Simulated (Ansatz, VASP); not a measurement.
## One calculation of Ge6MoW2, two programs

The input INCAR:

```
SYSTEM = Ge6MoW2
PREC = Accurate
ENCUT = 520
EDIFF = 1E-6
ISMEAR = 0
SIGMA = 0.1
LREAL = .False.
LASPH = .True.
NELM = 60
ALGO = Normal
ISIF = 2
LWAVE = .False.
LCHARG = .False.
GGA = PE
NBANDS = 73
```

Contents of KPOINTS:

```
regular mesh
0
Gamma
  4 4 4
  0 0 0
```

The input POSCAR:

```
Ge6MoW2
1.0
    0.0000000000      4.1441792000      7.0878524000
    2.3621601000      0.0000000000      7.0878524000
    2.3621601000      4.1441792000      0.0000000000
Ge Mo W
6 1 2
Direct
    0.0042180000      0.3287380000      0.6712620000
    0.3377910000      0.6622090000      0.3377910000
    0.6712620000      0.9957820000      0.0042180000
    0.3287380000      0.0042180000      0.9957820000
    0.6622090000      0.3377910000      0.6622090000
    0.9957820000      0.6712620000      0.3287380000
    0.0000000000      0.0000000000      0.0000000000
    0.6663520000      0.6663520000      0.3336480000
    0.3336480000      0.3336480000      0.6663520000
```

Input for Ansatz:

```yaml
crystal:
  lattice:
    - [0.0, 4.1441792, 7.0878524]
    - [2.3621601, 0.0, 7.0878524]
    - [2.3621601, 4.1441792, 0.0]
  atoms:
    - { symbol: Ge, position: [0.004218, 0.328738, 0.671262] }
    - { symbol: Ge, position: [0.337791, 0.662209, 0.337791] }
    - { symbol: Ge, position: [0.671262, 0.995782, 0.004218] }
    - { symbol: Ge, position: [0.328738, 0.004218, 0.995782] }
    - { symbol: Ge, position: [0.662209, 0.337791, 0.662209] }
    - { symbol: Ge, position: [0.995782, 0.671262, 0.328738] }
    - { symbol: Mo, position: [0.0, 0.0, 0.0] }
    - { symbol: W, position: [0.666352, 0.666352, 0.333648] }
    - { symbol: W, position: [0.333648, 0.333648, 0.666352] }
basis:
  ecutwfc: 420
kpoints:
  mp_grid: { grid: [4, 4, 4] }
hamiltonian:
  xc: pbe
scf:
  occupations: { method: gaussian, width: 0.1 }
  lower_state_search: "off"
output:
  forces: true
  stress: true
  eigenvalues: true
```

Alike in both runs: task single point; functional PBE; k mesh 4 × 4 × 4; occupations gaussian, width 0.1 eV; no spin polarisation.

|  | VASP | Ansatz |
| --- | --- | --- |
| version | VASP 6.6.1 | Ansatz 0.2.0 |
| potentials or method | VASP PAW PBE potentials, release 64 (Ge_d, Mo_sv, W_sv), cutoff 520 eV | scalar-relativistic, plane waves, PAW |
| valence electrons in the cell | 126 | 126 |

|  | VASP | Ansatz | Ansatz less VASP |
| --- | --- | --- | --- |
| gap on the k mesh at the Fermi level (eV) | none | none | - |
| pressure (GPa) | 0.3 | 0.0 | -0.35 |
| traceless stress, the component that is largest in VASP (GPa) | 0.43 | 0.44 | +0.003 |
| rms of the force components (eV/Å) | 0.007 | 0.009 | +0.0024 |

Atom by atom the forces differ by 0.003 eV/Å (rms over components). A gap of «none» marks a metal or a gap that the smearing closes.

The k mesh is coarse, so the values compare programs but aren't converged. Neither program's run includes spin-orbit coupling.
